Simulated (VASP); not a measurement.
# Si24O47 (a cell with a defect) in VASP: single point with PBEsol

Aim: the single point of Si24O47 (a cell with a defect) with PBEsol.

All numbers are computed with VASP 6.6.1; they aren't measurements. Logs are shortened: lines on timing, memory, paths and dates and some standing lists are left out, and cuts for length are marked.

### Step 1. The cell of the first run

The cell holds a defect, 71 atoms: a = 9.902 Å, b = 9.902 Å, c = 10.886 Å, α = 90.00°, β = 90.00°, γ = 120.00°.

### Step 2. Single point, PBEsol

The input, INCAR:

```
SYSTEM = Si24O47
PREC = Accurate ; ENCUT = 520
EDIFF = 1E-6 ; ISMEAR = -1
SIGMA = 0.05 ; LREAL = Auto
LASPH = .True. ; NELM = 120
ALGO = Normal ; ISIF = 2
LWAVE = .False. ; LCHARG = .False.
GGA = PS ; NBANDS = 230
GGA_COMPAT = .False.
```

The input, KPOINTS:

```
Automatic mesh
0
Gamma
  1 1 1
  0 0 0
```

The input, POSCAR:

```
Si24O47
1.0
    9.9016390000      0.0000000000      0.0000000000
   -4.9508190000      8.5750710000      0.0000000000
    0.0000000000      0.0000000000     10.8858800000
Si O
24 47
Direct
    0.2377900000      0.9985700000      0.1667100000
    0.2354700000      0.0160800000      0.6494000000
    0.2337400000      0.4968600000      0.1673900000
    0.2326200000      0.4856600000      0.6718400000
    0.7370100000      0.0032100000      0.1662100000
    0.7317100000      0.0013900000      0.6663300000
    0.7288000000      0.5031000000      0.1682100000
    0.7460800000      0.5116600000      0.6642500000
    0.0016000000      0.2263700000      0.3415700000
    0.9926500000      0.2373200000      0.8385700000
    0.9992600000      0.7342800000      0.3329100000
    0.0111700000      0.7575800000      0.8280500000
    0.4996300000      0.2367900000      0.3355400000
    0.5025100000      0.2429600000      0.8298800000
    0.5016600000      0.7401500000      0.3297900000
    0.5006800000      0.7340200000      0.8328100000
    0.2609600000      0.2617500000      0.9992700000
    0.2525100000      0.2224900000      0.5166200000
    0.2647100000      0.7623700000      0.9989400000
    0.2627200000      0.7559800000      0.4965600000
    0.7548400000      0.2627800000      0.0028600000
    0.7657000000      0.2660900000      0.4998800000
    0.7680300000      0.7708900000      0.9989000000
    0.7666700000      0.7703400000      0.4975600000
    0.2052300000      0.1278400000      0.1039900000
    0.4198200000      0.2792200000      0.4482000000
    0.1960500000      0.6217900000      0.1004200000
    0.2155800000      0.6134600000      0.5915000000
    0.7030800000      0.1357100000      0.1122900000
    0.6998700000      0.1325200000      0.6059500000
    0.7074800000      0.6407800000      0.1075200000
    0.7064500000      0.6362300000      0.6019700000
    0.3697000000      0.0754400000      0.2727600000
    0.3730000000      0.0957500000      0.7529100000
    0.3674600000      0.5781400000      0.2717100000
    0.3679900000      0.5708500000      0.7746600000
    0.8659500000      0.0703300000      0.2754000000
    0.8623600000      0.0773300000      0.7739200000
    0.8632300000      0.5740100000      0.2731000000
    0.8875600000      0.5967800000      0.7614000000
    0.4218600000      0.2922300000      0.9369800000
    0.4289200000      0.8020200000      0.4342300000
    0.4274400000      0.7884700000      0.9424700000
    0.9280300000      0.2889200000      0.4452700000
    0.9188400000      0.2922900000      0.9469000000
    0.9294000000      0.7978600000      0.4392400000
    0.9308300000      0.7999500000      0.9403700000
    0.1211700000      0.1818200000      0.4090800000
    0.1267500000      0.2066100000      0.8944400000
    0.1281800000      0.6983000000      0.3917900000
    0.1444800000      0.7264200000      0.8856800000
    0.6391300000      0.2131900000      0.3893500000
    0.6241600000      0.1998100000      0.8945700000
    0.6355100000      0.7130200000      0.3905400000
    0.6384200000      0.7105000000      0.8903000000
    0.0817600000      0.3596800000      0.2360900000
    0.0658400000      0.3760700000      0.7375800000
    0.0756500000      0.8658900000      0.2265600000
    0.0776100000      0.8981000000      0.7267800000
    0.5670900000      0.3747400000      0.2327700000
    0.5913600000      0.3866100000      0.7356800000
    0.5735300000      0.8673900000      0.2208100000
    0.5703400000      0.8653100000      0.7251000000
    0.2929200000      0.4232900000      0.0616100000
    0.2758700000      0.3753600000      0.5908600000
    0.2989900000      0.9232300000      0.0642800000
    0.2806500000      0.9101700000      0.5626000000
    0.7789500000      0.4244400000      0.0596700000
    0.7964100000      0.4291500000      0.5590400000
    0.7966100000      0.9343700000      0.0564600000
    0.7953500000      0.9313900000      0.5600700000
```

Potentials or basis: VASP PAW PBE potentials, release 64 (Si, O).

Command:

```bash
cat potpaw_PBE.64/Si/POTCAR potpaw_PBE.64/O/POTCAR > POTCAR
mpirun -np 1 vasp_gam > vasp.out
```

OUTCAR:

```text
SYSTEM = Si24O47
   PREC = Accurate
   ENCUT = 520
   EDIFF = 1E-6
   ISMEAR = -1
   LREAL = Auto
   LASPH = .True.
   NELM = 120
   ISIF = 2
   GGA = PS

 ion  position               nearest neighbor table
   1  0.238  0.999  0.167-  58 1.62  66 1.62  25 1.62  33 1.62  19 3.08  11 3.09  13 3.09  17 3.09

   2  0.235  0.016  0.649-  67 1.63  34 1.63  59 1.64  18 2.44  12 3.10
   3  0.234  0.497  0.167-  56 1.62  35 1.62  64 1.62  27 1.63  17 3.08  19 3.09  15 3.09   9 3.15

   4  0.233  0.486  0.672-  28 1.61  65 1.62  57 1.62  36 1.62  10 3.02  16 3.10
   5  0.737  0.003  0.166-  62 1.61  29 1.62  37 1.62  70 1.63  15 3.05  21 3.06  23 3.07   9 3.10

   6  0.732  0.001  0.666-  63 1.62  30 1.62  38 1.62  71 1.63  22 3.06  16 3.08  24 3.09  10 3.10
[... 11 lines left out ...]
  12  0.011  0.758  0.828-  40 1.62  47 1.62  51 1.62  59 1.63   2 3.10  23 3.10   8 3.10  19 3.11

  13  0.500  0.237  0.336-  33 1.62  52 1.62  26 1.62  60 1.63   7 3.07  22 3.08  18 3.09   1 3.09

  14  0.503  0.243  0.830-  61 1.61  34 1.61  41 1.62  53 1.63  21 3.06  17 3.10   8 3.12
  15  0.502  0.740  0.330-  62 1.61  35 1.61  54 1.62  42 1.62  20 3.05   5 3.05  24 3.09   3 3.09

  16  0.501  0.734  0.833-  36 1.62  55 1.62  43 1.62  63 1.63  23 3.07  19 3.08   6 3.08   4 3.10

  17  0.261  0.262  0.999-  41 1.62  64 1.62  25 1.62  49 1.63   3 3.08  10 3.09   1 3.09  14 3.10
[... 58 lines left out ...]
  70  0.797  0.934  0.056-  23 1.62   5 1.63
  71  0.795  0.931  0.560-  24 1.62   6 1.63

  LATTYP: Found a hexagonal cell.
 ALAT       =     9.9016390000
 C/A-ratio  =     1.0994018263

  Lattice vectors:

 A1 = (   9.9016390000,   0.0000000000,   0.0000000000)
 A2 = (  -4.9508190000,   8.5750710000,   0.0000000000)
 A3 = (   0.0000000000,   0.0000000000,  10.8858800000)

Analysis of symmetry for initial positions (statically):
=====================================================================
 Subroutine PRICEL returns:
 Original cell was already a primitive cell.

 Routine SETGRP: Setting up the symmetry group for a
 hexagonal supercell.

 Subroutine GETGRP returns: Found  1 space group operations
 (whereof  1 operations were pure point group operations)
 out of a pool of 24 trial point group operations.

The static configuration has the point symmetry C_1 .

Analysis of symmetry for dynamics (positions and initial velocities):
=====================================================================
 Subroutine PRICEL returns:
 Original cell was already a primitive cell.

 Routine SETGRP: Setting up the symmetry group for a
 hexagonal supercell.

 Subroutine GETGRP returns: Found  1 space group operations
 (whereof  1 operations were pure point group operations)
 out of a pool of 24 trial point group operations.

The dynamic configuration has the point symmetry C_1 .

 Subroutine INISYM returns: Found  1 space group operations
 (whereof  1 operations are pure point group operations),
 and found     1 'primitive' translations

----------------------------------------------------------------------------------------

                                     Primitive cell

  volume of cell :     924.2902

  direct lattice vectors                    reciprocal lattice vectors
     9.901639000  0.000000000  0.000000000     0.100993381  0.058308549  0.000000000
    -4.950819000  8.575071000  0.000000000     0.000000000  0.116617110  0.000000000
     0.000000000  0.000000000 10.885880000     0.000000000  0.000000000  0.091862119

  length of vectors
     9.901639000  9.901638825 10.885880000     0.116617108  0.116617110  0.091862119

  position of ions in fractional coordinates (direct lattice)
     0.237790000  0.998570000  0.166710000
     0.235470000  0.016080000  0.649400000
     0.233740000  0.496860000  0.167390000
     0.232620000  0.485660000  0.671840000
     0.737010000  0.003210000  0.166210000
     0.731710000  0.001390000  0.666330000
[... 63 lines left out ...]
     0.796610000  0.934370000  0.056460000
     0.795350000  0.931390000  0.560070000

  ion indices of the primitive-cell ions
   primitive index   ion index
                 1           1
                 2           2
                 3           3
                 4           4
                 5           5
                 6           6
[... 63 lines left out ...]
                70          70
                71          71

----------------------------------------------------------------------------------------

 KPOINTS: Automatic mesh

Automatic generation of k-mesh.
 Grid dimensions read from file:
 generate k-points for:    1    1    1

 Generating k-lattice:

  Cartesian coordinates                     Fractional coordinates (reciprocal lattice)
     0.100993381  0.058308549  0.000000000     1.000000000 -0.000000000  0.000000000
     0.000000000  0.116617110  0.000000000     0.000000000  1.000000000  0.000000000
     0.000000000  0.000000000  0.091862119     0.000000000  0.000000000  1.000000000

  Length of vectors
     0.116617108  0.116617110  0.091862119

  Shift w.r.t. Gamma in fractional coordinates (k-lattice)
     0.000000000  0.000000000  0.000000000

 Subroutine IBZKPT returns following result:
 ===========================================

 Found      1 irreducible k-points:

 Following reciprocal coordinates:
            Coordinates               Weight
  0.000000  0.000000  0.000000      1.000000
   k-points           NKPTS =      1   k-points in BZ     NKDIM =      1   number of bands    NBANDS=    230
   number of dos      NEDOS =    301   number of ions     NIONS =     71
   total plane-waves  NPLWV = 537600
   dimension x,y,z NGX =    80 NGY =   80 NGZ =   84
   dimension x,y,z NGXF=   160 NGYF=  160 NGZF=  168
   ions per type =              24  47
   NGX,Y,Z   is equivalent  to a cutoff of  13.43, 13.43, 12.83 a.u.
   NGXF,Y,Z  is equivalent  to a cutoff of  26.86, 26.86, 25.66 a.u.
 SYSTEM =  Si24O47
   PREC   = accura    normal or accurate (medium, high low for compatibility)
   ISTART =      0    job   : 0-new  1-cont  2-samecut
   ICHARG =      2    charge: 1-file 2-atom 10-const
   ISPIN  =      1    spin polarized calculation?
   LNONCOLLINEAR =      F non collinear calculations
   LSORBIT =      F    spin-orbit coupling
   LASPH  =      T    aspherical Exc in radial PAW
   ENCUT  =  520.0 eV  38.22 Ry    6.18 a.u.  18.41 18.41 20.24*2*pi/ulx,y,z
   NELM   =    120;   NELMIN=  2; NELMDL= -5     # of ELM steps
   EDIFF  = 0.1E-05   stopping-criterion for ELM
   LREAL  =      T    real-space projection
   EDIFFG = 0.1E-04   stopping-criterion for IOM
   NSW    =      0    number of steps for IOM
   IBRION =     -1    ionic relax: 0-MD 1-quasi-New 2-CG
   NFREE  =      0    steps in history (QN), initial steepest desc. (CG)
   ISIF   =      2    stress and relaxation
   ISYM   =      2    0-nonsym 1-usesym 2-fastsym
   POTIM  = 0.5000    time-step for ionic-motion
   TEBEG  =    0.0;   TEEND  =   0.0 temperature during run
   PSTRESS=    0.0 pullay stress
   NELECT =     378.0000    total number of electrons
   NUPDOWN=      -1.0000    fix difference up-down
   EMIN   =  10.00;   EMAX   =-10.00  energy-range for DOS
   EFERMI =   0.00;   METHOD = LEGACY
   ISMEAR =    -1;   SIGMA  =   0.05  broadening in eV -4-tet -1-fermi 0-gaus
   EFERMI_NEDOS =   21; number of points for ismear=-14 and -15
   IALGO  =     38    algorithm
   IMIX   =      4    mixing-type and parameters
     AMIX     =   0.40;   BMIX     =  1.00
     AMIX_MAG =   1.60;   BMIX_MAG =  1.00
  volume/ion in A,a.u.               =      13.02        87.85
  Fermi-wavevector in a.u.,A,eV,Ry     =   1.215167  2.296333 20.090783  1.476631
  Thomas-Fermi vector in A             =   2.350563
   LORBIT       =      0    0 simple, 1 ext, 2 COOP (PROOUT), +10 PAW based schemes
   GGA     = PS    functional components
   LHFCALC =     F    Hartree Fock is set to
   AEXX    =    0.0000 exact exchange contribution
   IVDW    =     0    specifies the selected vdW correction
   LEPSILON=     F    determine dielectric tensor
   LRPA    =     F    only Hartree local field effects (RPA)
 non-spin polarized calculation
  energy-cutoff  :      520.00
  volume of cell :      924.29
 maximum number of plane-waves:     12459
 NGX is ok and might be reduce to    80
   NGX = 37   NGY = 37   NGZ = 41

 number of electron     378.0000017 magnetization

 Free energy of the ion-electron system (eV)
  ---------------------------------------------------
  ext. energy  EPLUGINS =         0.00000000
  ---------------------------------------------------
  free energy    TOTEN  =      -581.62163900 eV

  energy without entropy =     -581.62163900  energy(sigma->0) =     -581.62163900

 E-fermi :   2.4920     XC(G=0):  -9.2758

 val. band max:        1.2068627064   @ k =   0.0000   0.0000   0.0000
 cond. band min:       6.6386112238   @ k =   0.0000   0.0000   0.0000
 fundamental gap:      5.4317485175
 Fermi energy:         2.4919889156

 k-point     1 :       0.0000    0.0000    0.0000
  band No.  band energies     occupation
      1     -18.4365      2.00000
      2     -18.0149      2.00000
      3     -17.9976      2.00000
      4     -17.9642      2.00000
      5     -17.9573      2.00000
      6     -17.9424      2.00000
[... 193 lines left out ...]
    200       9.4302      0.00000
    201       9.4532      0.00000
 [bands above 201 left out]

------------------------ aborting loop because EDIFF is reached ----------------------------------------

  FORCE on cell =-STRESS in cart. coord.  units (eV):
  Direction    XX          YY          ZZ          XY          YZ          ZX
  --------------------------------------------------------------------------------------
  -------------------------------------------------------------------------------------
  Total        1.2865530      0.8579931      0.8621570      3.3183743      2.7966295     -3.6750712
  in kB        2.2301286      1.4872571      1.4944748      5.7521155      4.8477158     -6.3704188
  external PRESSURE =       1.7372868 kB  Pullay stress =       0.0000000 kB

 VOLUME and BASIS-vectors are now :
 -----------------------------------------------------------------------------
  energy-cutoff  :      520.00
  volume of cell :      924.29
      direct lattice vectors                 reciprocal lattice vectors
     9.901639000  0.000000000  0.000000000     0.100993381  0.058308549  0.000000000
    -4.950819000  8.575071000  0.000000000     0.000000000  0.116617110  0.000000000
     0.000000000  0.000000000 10.885880000     0.000000000  0.000000000  0.091862119

 POSITION                                       TOTAL-FORCE (eV/Angst)
 -----------------------------------------------------------------------------------
     -2.58923      8.56281      1.81479        -0.010134     -0.004324      0.002163
      2.25193      0.13789      7.06929        -0.017614      0.053930     -0.034908
     -0.14545      4.26061      1.82219        -0.020292     -0.003263      0.002360
     -0.10110      4.16457      7.31357        -0.009467     -0.002892      0.011099
      7.28171      0.02753      1.80934        -0.011294     -0.000381     -0.006684
      7.23825      0.01192      7.25359        -0.012196     -0.001724      0.004506
[... 63 lines left out ...]
      3.26185      8.01229      0.61462         0.007412      0.027691      0.001820
      3.26413      7.98674      6.09685         0.006676      0.024444     -0.005715
 -----------------------------------------------------------------------------------
    total drift:                               -0.010806     -0.001461      0.017151

  FREE ENERGIE OF THE ION-ELECTRON SYSTEM (eV)
  ---------------------------------------------------
  free  energy   TOTEN  =      -581.6216390034 eV

  energy  without entropy=     -581.6216390034  energy(sigma->0) =     -581.62163900
```

Wall time 7.4 min (1 thread of Intel Xeon Platinum 8259CL at 2.50GHz (Skylake/Cascade Lake), shared host); peak memory 0.96 GiB.

What came out:

| Item | Value |
| --- | --- |
| Free energy | -581.6216 eV |
| Pressure | 0.2 GPa |
| Largest force | 0.069 eV/Å |
| Band gap on the k mesh | 5.43 eV |

Forces in eV/Å, atoms in the order of the input:
```
Si  -0.010 -0.004  0.002
Si  -0.018  0.054 -0.035
Si  -0.020 -0.003  0.002
Si  -0.009 -0.003  0.011
Si  -0.011  0.000 -0.007
Si  -0.012 -0.002  0.005
Si  -0.012  0.000 -0.004
Si  -0.017 -0.012 -0.006
Si   0.009 -0.010 -0.002
Si   0.009 -0.019  0.002
Si  -0.002 -0.016  0.002
Si   0.018 -0.010  0.018
Si   0.002 -0.007 -0.005
Si  -0.003 -0.017 -0.006
Si   0.004 -0.021 -0.001
Si   0.002 -0.012 -0.005
Si   0.001  0.008 -0.004
Si   0.038 -0.040  0.041
Si   0.009  0.002  0.002
Si   0.015 -0.019  0.000
Si   0.004  0.019  0.003
Si   0.007  0.013 -0.003
Si   0.008  0.008  0.000
Si   0.005  0.013 -0.005
O   -0.022  0.000  0.003
O    0.019  0.024  0.000
O   -0.029 -0.001 -0.002
O    0.020  0.037 -0.019
O   -0.023 -0.002  0.010
O   -0.029  0.008  0.000
O   -0.026  0.002  0.002
O   -0.024 -0.003  0.006
O    0.015 -0.020  0.003
O    0.015 -0.024 -0.002
O    0.021 -0.017  0.012
O    0.014 -0.015  0.001
O    0.022 -0.024  0.010
O    0.012 -0.017 -0.003
O    0.013 -0.022  0.002
O    0.022 -0.023  0.001
O    0.013  0.015  0.004
O    0.013  0.022  0.010
O    0.020  0.018  0.002
O    0.015  0.017  0.002
O    0.015  0.017  0.008
O    0.017  0.024  0.005
O    0.014  0.017  0.009
O    0.015 -0.021  0.008
O    0.014 -0.021  0.001
O    0.014 -0.014  0.000
O    0.007 -0.014 -0.008
O    0.021 -0.020  0.004
O    0.011 -0.025 -0.008
O    0.019 -0.020  0.008
O    0.018 -0.021  0.000
O   -0.022  0.008 -0.009
O   -0.030  0.009 -0.006
O   -0.023  0.011 -0.007
O   -0.041  0.022 -0.030
O   -0.030  0.004 -0.002
O   -0.024  0.016 -0.004
O   -0.035  0.009 -0.017
O   -0.027 -0.003  0.001
O    0.011  0.019 -0.008
O   -0.029 -0.014  0.006
O    0.007  0.019 -0.003
O   -0.045  0.012  0.020
O    0.005  0.019 -0.006
O    0.006  0.019 -0.004
O    0.007  0.028  0.002
O    0.007  0.024 -0.006
```

Stress tensor (GPa, compression positive):
```
 0.22  0.58 -0.64
 0.58  0.15  0.48
-0.64  0.48  0.15
```

Caveat: the k points lie up to 0.73 Å⁻¹ apart; the PAW data sets were made with another functional, which shifts forces and pressure a little.
